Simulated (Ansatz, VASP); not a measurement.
CdTe: VASP beside Ansatz

```
Cd Te
1.0
     0.00000    3.10723    3.10723
     3.10723    0.00000    3.10723
     3.10723    3.10723    0.00000
Cd Te
1 1
Direct
  0.00000 0.00000 0.00000
  0.25000 0.25000 0.25000
```

Alike in both runs: task relaxation of cell and atoms; functional r2SCAN; k mesh 11 × 11 × 11; occupations fermi-dirac, width 0.1 eV; no spin polarisation.

```csv
,VASP,Ansatz
version,VASP 6.6.1,Ansatz 0.2.0
potentials or method,"VASP PAW PBE potentials, release 64 (Cd, Te)","PAW with Ansatz's default frozen-core files, scalar-relativistic"
plane-wave cutoff (eV),600,500
valence electrons in the cell,18,36
```

```tsv
	VASP	Ansatz	Ansatz less VASP
relaxed volume (Å³/atom)	35.31	35.21	-0.103
relaxed cell length with the largest relative difference (Å)	4.640	4.635	-0.0045
```

VASP's potentials were made for PBE, not for r2SCAN. VASP's potentials hold 18 valence electrons a cell and Ansatz's 36, so a difference there can come from the potentials and not from the codes.

Neither program's run includes spin-orbit coupling. Noted on VASP's run: the volume moved by over 15 % at a fixed basis, so the end points are rough.
